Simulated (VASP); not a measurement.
# SiH4C16 in VASP: single point with LDA

Aim: the single point of SiH4C16 with LDA.

Program: VASP 6.6.1. These are calculated values, not measurements. Logs are shortened: lines on timing, memory, paths and dates and some standing lists are left out, and cuts for length are marked.

### Step 1. The cell of the first run

The cell holds a slab with vacuum, 21 atoms: a = 5.049 Å, b = 5.049 Å, c = 15.676 Å, α = 90.00°, β = 90.00°, γ = 60.00°.

### Step 2. Single point, LDA, collinear spin

File INCAR:

```
ALGO     = Normal         # electronic algorithm
EDIFF    = 1E-7           # SCF threshold, eV
ENCUT    = 520            # plane-wave cutoff, eV
GGA      = CA             # functional
ISIF     = 2              # what is computed and relaxed
ISMEAR   = 0              # smearing method
ISPIN    = 2              # spin polarisation
LASPH    = T              # aspherical terms in the spheres
LCHARG   = F              # write CHGCAR
LORBIT   = 11             # projections on sites
LREAL    = Auto         
LWAVE    = F              # write WAVECAR
MAGMOM   = 0 0 0 0 0 0 0 0 0 0 0 0 0 0 0 0 -0.21 0 0 0 0.08 # initial moments
NBANDS   = 56             # bands
NELM     = 150            # most SCF steps
PREC     = Accurate       # precision mode
SIGMA    = 0.05           # smearing width, eV
```

File KPOINTS:

```
k-points
0
Gamma
  3 3 1
```

File POSCAR:

```
SiH4C16
1.0
    5.0487420000      0.0000000000      0.0000000000
    2.5243710000      4.3723390000      0.0000000000
    0.0000000000      0.0000000000     15.6764260000
H C Si
4 16 1
Direct
    0.1666667848      0.1666666285      0.0637901139
    0.6666667848      0.1666666285      0.0637901139
    0.1666666285      0.6666667429      0.0637901139
    0.6666666285      0.6666667429      0.0637901139
    0.1666667848      0.1666666285      0.1339591052
    0.6666667848      0.1666666285      0.1339591052
    0.1666666285      0.6666667429      0.1339591052
    0.6666666285      0.6666667429      0.1339591052
   -0.1666666285      0.3333332571      0.1668292250
    0.3333333715      0.3333332571      0.1668292250
   -0.1666667848      0.8333333715      0.1668292250
    0.3333332152      0.8333333715      0.1668292250
   -0.1721872087      0.3375259787      0.2681637383
    0.3270637416      0.3377263291      0.2681757947
   -0.1691425313      0.8309765094      0.2619460584
    0.3297442037      0.8328972205      0.2711138368
   -0.0081180107      0.0039184976      0.2955386642
    0.4963824501      0.0039534903      0.2953261158
   -0.0077824786      0.5076891339      0.2925137401
    0.4971653137      0.4981278899      0.2936493305
    0.7438308918      0.0024119813      0.3880325783
```

Potentials or basis: VASP PAW LDA potentials, release 64 (H, C, Si).

The run is started by

```bash
$ cat potpaw_LDA.64/H/POTCAR potpaw_LDA.64/C/POTCAR potpaw_LDA.64/Si/POTCAR > POTCAR
$ mpirun -np 1 vasp_std > vasp.out
```

OUTCAR:

```text
EDIFF = 1E-7
   ENCUT = 520
   GGA = CA
   ISIF = 2
   ISMEAR = 0
   ISPIN = 2
   LASPH = T
   LORBIT = 11
   LREAL = Auto
   NELM = 150
   PREC = Accurate

 ion  position               nearest neighbor table
   1  0.167  0.167  0.064-   5 1.10
   2  0.667  0.167  0.064-   6 1.10
   3  0.167  0.667  0.064-   7 1.10
   4  0.667  0.667  0.064-   8 1.10
   5  0.167  0.167  0.134-   1 1.10  10 1.55  12 1.55   9 1.55
   6  0.667  0.167  0.134-   2 1.10   9 1.55  11 1.55  10 1.55
   7  0.167  0.667  0.134-   3 1.10  12 1.55  11 1.55  10 1.55
   8  0.667  0.667  0.134-   4 1.10  11 1.55  12 1.55   9 1.55
   9  0.833  0.333  0.167-   6 1.55   5 1.55   8 1.55  13 1.59
  10  0.333  0.333  0.167-   5 1.55   6 1.55   7 1.55  14 1.59
  11  0.833  0.833  0.167-  15 1.49   8 1.55   6 1.55   7 1.55
  12  0.333  0.833  0.167-   7 1.55   5 1.55   8 1.55  16 1.63
  13  0.828  0.338  0.268-  20 1.50  19 1.51  17 1.52   9 1.59
  14  0.327  0.338  0.268-  20 1.50  19 1.51  18 1.52  10 1.59
  15  0.831  0.831  0.262-  11 1.49  19 1.49  17 1.55  18 1.55  21 2.11
  16  0.330  0.833  0.271-  20 1.51  18 1.52  17 1.53  12 1.63
  17  0.992  0.004  0.296-  13 1.52  16 1.53  15 1.55  21 1.92
  18  0.496  0.004  0.295-  14 1.52  16 1.52  15 1.55  21 1.91
  19  0.992  0.508  0.293-  15 1.49  13 1.51  14 1.51
  20  0.497  0.498  0.294-  14 1.50  13 1.50  16 1.51
  21  0.744  0.002  0.388-  18 1.91  17 1.92  15 2.11

  LATTYP: Found a hexagonal cell.
 ALAT       =     5.0487421480
 C/A-ratio  =     3.1050161685

  Lattice vectors:

 A1 = (  -2.5243710000,  -4.3723390000,   0.0000000000)
 A2 = (   5.0487420000,   0.0000000000,   0.0000000000)
 A3 = (   0.0000000000,   0.0000000000,  15.6764260000)

Analysis of symmetry for initial positions (statically):
=====================================================================
 Subroutine PRICEL returns:
 Original cell was already a primitive cell.

 Routine SETGRP: Setting up the symmetry group for a
 hexagonal supercell.

 Subroutine GETGRP returns: Found  1 space group operations
 (whereof  1 operations were pure point group operations)
 out of a pool of 24 trial point group operations.

The static configuration has the point symmetry C_1 .

Analysis of symmetry for dynamics (positions and initial velocities):
=====================================================================
 Subroutine PRICEL returns:
 Original cell was already a primitive cell.

 Routine SETGRP: Setting up the symmetry group for a
 hexagonal supercell.

 Subroutine GETGRP returns: Found  1 space group operations
 (whereof  1 operations were pure point group operations)
 out of a pool of 24 trial point group operations.

The dynamic configuration has the point symmetry C_1 .

Analysis of structural, dynamic, and magnetic symmetry:
=====================================================================
 Subroutine PRICEL returns:
 Original cell was already a primitive cell.

 Routine SETGRP: Setting up the symmetry group for a
 hexagonal supercell.

 Subroutine GETGRP returns: Found  1 space group operations
 (whereof  1 operations were pure point group operations)
 out of a pool of 24 trial point group operations.

The overall configuration has the point symmetry C_1 .

 Subroutine INISYM returns: Found  1 space group operations
 (whereof  1 operations are pure point group operations),
 and found     1 'primitive' translations

----------------------------------------------------------------------------------------

                                     Primitive cell

  volume of cell :     346.0541

  direct lattice vectors                    reciprocal lattice vectors
     5.048742000  0.000000000  0.000000000     0.198069143 -0.114355268  0.000000000
     2.524371000  4.372339000  0.000000000     0.000000000  0.228710537  0.000000000
     0.000000000  0.000000000 15.676426000     0.000000000  0.000000000  0.063790050

  length of vectors
     5.048742000  5.048742148 15.676426000     0.228710544  0.228710537  0.063790050

  position of ions in fractional coordinates (direct lattice)
     0.166666785  0.166666629  0.063790114
     0.666666785  0.166666629  0.063790114
     0.166666629  0.666666743  0.063790114
     0.666666629  0.666666743  0.063790114
     0.166666785  0.166666629  0.133959105
     0.666666785  0.166666629  0.133959105
[... 13 lines left out ...]
     0.497165314  0.498127890  0.293649331
     0.743830892  0.002411981  0.388032578

  ion indices of the primitive-cell ions
   primitive index   ion index
                 1           1
                 2           2
                 3           3
                 4           4
                 5           5
                 6           6
[... 13 lines left out ...]
                20          20
[... 32 lines left out ...]
  0.333333  0.333333  0.000000      2.000000
  0.000000  0.333333  0.000000      2.000000
 -0.333333  0.333333  0.000000      2.000000
   k-points           NKPTS =      5   k-points in BZ     NKDIM =      5   number of bands    NBANDS=     56
   number of dos      NEDOS =    301   number of ions     NIONS =     21
   total plane-waves  NPLWV = 192000
   dimension x,y,z NGX =    40 NGY =   40 NGZ =  120
   dimension x,y,z NGXF=    80 NGYF=   80 NGZF=  240
   ions per type =               4  16   1
   NGX,Y,Z   is equivalent  to a cutoff of  13.17, 13.17, 12.73 a.u.
   NGXF,Y,Z  is equivalent  to a cutoff of  26.34, 26.34, 25.45 a.u.
 SYSTEM =  unknown system
   PREC   = accura    normal or accurate (medium, high low for compatibility)
   ISTART =      0    job   : 0-new  1-cont  2-samecut
   ICHARG =      2    charge: 1-file 2-atom 10-const
   ISPIN  =      2    spin polarized calculation?
   LNONCOLLINEAR =      F non collinear calculations
   LSORBIT =      F    spin-orbit coupling
   LASPH  =      T    aspherical Exc in radial PAW
   ENCUT  =  520.0 eV  38.22 Ry    6.18 a.u.   9.39  9.39 29.15*2*pi/ulx,y,z
   NELM   =    150;   NELMIN=  2; NELMDL= -5     # of ELM steps
   EDIFF  = 0.1E-06   stopping-criterion for ELM
   LREAL  =      T    real-space projection
   EDIFFG = 0.1E-05   stopping-criterion for IOM
   NSW    =      0    number of steps for IOM
   IBRION =     -1    ionic relax: 0-MD 1-quasi-New 2-CG
   NFREE  =      0    steps in history (QN), initial steepest desc. (CG)
   ISIF   =      2    stress and relaxation
   ISYM   =      2    0-nonsym 1-usesym 2-fastsym
   POTIM  = 0.5000    time-step for ionic-motion
   TEBEG  =    0.0;   TEEND  =   0.0 temperature during run
   PSTRESS=    0.0 pullay stress
   NELECT =      72.0000    total number of electrons
   NUPDOWN=      -1.0000    fix difference up-down
   EMIN   =  10.00;   EMAX   =-10.00  energy-range for DOS
   EFERMI =   0.00;   METHOD = LEGACY
   ISMEAR =     0;   SIGMA  =   0.05  broadening in eV -4-tet -1-fermi 0-gaus
   EFERMI_NEDOS =   21; number of points for ismear=-14 and -15
   IALGO  =     38    algorithm
   IMIX   =      4    mixing-type and parameters
     AMIX     =   0.40;   BMIX     =  1.00
     AMIX_MAG =   1.60;   BMIX_MAG =  1.00
  volume/ion in A,a.u.               =      16.48       111.20
  Fermi-wavevector in a.u.,A,eV,Ry     =   0.970073  1.833172 12.803642  0.941041
  Thomas-Fermi vector in A             =   2.100178
   LORBIT       =     11    0 simple, 1 ext, 2 COOP (PROOUT), +10 PAW based schemes
   GGA     = CA    functional components
   LHFCALC =     F    Hartree Fock is set to
   AEXX    =    0.0000 exact exchange contribution
   IVDW    =     0    specifies the selected vdW correction
   LEPSILON=     F    determine dielectric tensor
   LRPA    =     F    only Hartree local field effects (RPA)
 spin polarized calculation
 Gauss-broadening in eV      SIGMA  =   0.05
  energy-cutoff  :      520.00
  volume of cell :      346.05
 maximum number of plane-waves:      9383
 NGX is ok and might be reduce to    40
   NGX = 19   NGY = 19   NGZ = 59

 number of electron      72.0000001 magnetization      -0.0000096

 number of electron      72.0000001 magnetization       0.0000042

 Free energy of the ion-electron system (eV)
  ---------------------------------------------------
  ext. energy  EPLUGINS =         0.00000000
  ---------------------------------------------------
  free energy    TOTEN  =      -175.55480939 eV

  energy without entropy =     -175.55480939  energy(sigma->0) =     -175.55480939

 E-fermi :   0.3617     XC(G=0):  -5.6545

 val. band max:        0.1268644840   @ k =  -0.3333   0.3333   0.0000
 cond. band min:       0.7064505245   @ k =   0.0000   0.3333   0.0000
 fundamental gap:      0.5795860405
 Fermi energy:         0.3616556954

 spin component 1

 k-point     1 :       0.0000    0.0000    0.0000
  band No.  band energies     occupation
      1     -20.2181      1.00000
      2     -17.4818      1.00000
      3     -15.2732      1.00000
      4     -14.8512      1.00000
      5     -14.6572      1.00000
      6     -13.9337      1.00000
[... 244 lines left out ...]
     47       7.1124      0.00000
     48       7.1710      0.00000
 Fermi energy:         0.3616556954

 spin component 2

 k-point     1 :       0.0000    0.0000    0.0000
  band No.  band energies     occupation
      1     -20.2181      1.00000
      2     -17.4818      1.00000
      3     -15.2732      1.00000
      4     -14.8512      1.00000
      5     -14.6572      1.00000
      6     -13.9337      1.00000
[... 244 lines left out ...]
     47       7.1123      0.00000
     48       7.1710      0.00000
 [bands above 48 left out]

------------------------ aborting loop because EDIFF is reached ----------------------------------------

  FORCE on cell =-STRESS in cart. coord.  units (eV):
  Direction    XX          YY          ZZ          XY          YZ          ZX
  --------------------------------------------------------------------------------------
  -------------------------------------------------------------------------------------
  Total       -8.8423635    -10.2304463     -2.0053426      0.1575252     -1.1124137      1.0887962
  in kB      -40.9387791    -47.3653883     -9.2844267      0.7293175     -5.1503041      5.0409584
  external PRESSURE =     -32.5295313 kB  Pullay stress =       0.0000000 kB

 VOLUME and BASIS-vectors are now :
 -----------------------------------------------------------------------------
  energy-cutoff  :      520.00
  volume of cell :      346.05
      direct lattice vectors                 reciprocal lattice vectors
     5.048742000  0.000000000  0.000000000     0.198069143 -0.114355268  0.000000000
     2.524371000  4.372339000  0.000000000     0.000000000  0.228710537  0.000000000
     0.000000000  0.000000000 15.676426000     0.000000000  0.000000000  0.063790050

 POSITION                                       TOTAL-FORCE (eV/Angst)
 -----------------------------------------------------------------------------------
      1.26219      0.72872      1.00000        -0.011792      0.015885     -0.289281
      3.78656      0.72872      1.00000        -0.011694     -0.029746     -0.231895
      2.52437      2.91489      1.00000        -0.025474      0.006816     -0.280662
      5.04874      2.91489      1.00000        -0.001281      0.005837     -0.279875
      1.26219      0.72872      2.10000        -0.009013     -0.081011      1.929193
      3.78656      0.72872      2.10000        -0.009846      0.165064      1.831936
[... 13 lines left out ...]
      3.76752      2.17798      4.60337         0.039852      0.006101      0.021780
      3.76150      0.01055      6.08296         0.068153     -0.246935      0.046596
 -----------------------------------------------------------------------------------
    total drift:                                0.038513     -0.000355      0.045021

  FREE ENERGIE OF THE ION-ELECTRON SYSTEM (eV)
  ---------------------------------------------------
  free  energy   TOTEN  =      -175.5548093921 eV

  energy  without entropy=     -175.5548093921  energy(sigma->0) =     -175.55480939

 total charge

# of ion       s       p       d       tot
------------------------------------------
    1        0.631   0.044   0.000   0.676
    2        0.630   0.044   0.000   0.675
    3        0.632   0.044   0.000   0.676
    4        0.632   0.044   0.000   0.676
    5        0.827   1.760   0.000   2.588
    6        0.828   1.761   0.000   2.590
[... 13 lines left out ...]
   20        0.835   1.687   0.000   2.521
   21        0.859   0.728   0.000   1.587
--------------------------------------------------
tot         16.580  28.647   0.000  45.227

 magnetization (x)

# of ion       s       p       d       tot
------------------------------------------
    1       -0.000  -0.000   0.000  -0.000
    2       -0.000  -0.000   0.000  -0.000
    3       -0.000  -0.000   0.000  -0.000
    4       -0.000  -0.000   0.000  -0.000
    5       -0.000  -0.000   0.000  -0.000
    6       -0.000  -0.000   0.000  -0.000
[... 13 lines left out ...]
   20       -0.000   0.000   0.000   0.000
   21       -0.000  -0.000   0.000  -0.000
--------------------------------------------------
tot         -0.000  -0.000   0.000  -0.000
```

Wall time 6.6 min (1 thread of Intel Xeon Platinum 8488C (Sapphire Rapids), shared host); peak memory 0.44 GiB.

Results:

```
Free energy                                           : -175.5548 eV
Largest force                                         : 2.676 eV/Å
Band gap on the k mesh                                : 0.58 eV, indirect (least direct gap 0.58 eV)
Net moment                                            : 0.00 μB per cell
Valence electrons inside the program's atomic spheres : H 0.68; C 2.59, 2.53, 2.57, 2.52, 2.62, 2.56, 2.51; Si 1.59
```

Forces on the atoms (eV/Å):
```
H   -0.012  0.016 -0.289
H   -0.012 -0.030 -0.232
H   -0.025  0.007 -0.281
H   -0.001  0.006 -0.280
C   -0.009 -0.081  1.929
C   -0.010  0.165  1.832
C    0.139 -0.012  1.759
C   -0.158 -0.019  1.753
C   -0.156  0.160 -1.468
C   -0.053  0.176 -1.473
C   -0.101 -0.050 -2.674
C   -0.134  0.034 -0.700
C    0.051 -0.027  0.003
C    0.088 -0.045 -0.013
C    0.053  0.037  0.004
C    0.092 -0.009 -0.029
C    0.073 -0.033  0.023
C    0.000 -0.023  0.024
C    0.067 -0.032  0.045
C    0.040  0.006  0.022
Si   0.068 -0.247  0.047
```

Caveat: the k points lie up to 0.48 Å⁻¹ apart.
